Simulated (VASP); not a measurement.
Input of a VASP 6.6.1 run:

Contents of INCAR:

```
SYSTEM = KMgF3
PREC = Accurate
ENCUT = 520
EDIFF = 1E-7
ISMEAR = -1
SIGMA = 0.02
LREAL = .False.
LASPH = .True.
NELM = 100
ALGO = Normal
ISIF = 2
LWAVE = .False.
LCHARG = .False.
GGA = PE
IBRION = 2
NSW = 80
EDIFFG = -0.02
```

Contents of KPOINTS:

```
regular mesh
0
Gamma
  6 6 6
  0 0 0
```

The input POSCAR:

```
KMgF3
1.0
    3.9859000000      0.0000000000      0.0000000000
    0.0000000000      3.9859000000      0.0000000000
    0.0000000000      0.0000000000      3.9859000000
K Mg F
1 1 3
Direct
    0.5000000000      0.5000000000      0.5000000000
    0.0000000000      0.0000000000      0.0000000000
    0.5000000000      0.0000000000      0.0000000000
    0.0000000000      0.5000000000      0.0000000000
    0.0000000000      0.0000000000      0.5000000000
```

Potentials or basis: VASP PAW PBE potentials, release 64 (K_sv, Mg, F).

Run with:

```sh
$ cat potpaw_PBE.64/K_sv/POTCAR potpaw_PBE.64/Mg/POTCAR potpaw_PBE.64/F/POTCAR > POTCAR
$ mpirun -np 1 vasp_std > vasp.out
```

(1) What does it give for the band gap on the k mesh?

## Answers

(1) 7.30 eV, indirect (least direct gap 7.63 eV).

Caveat: the relaxation stopped at its first step, so nothing moved.
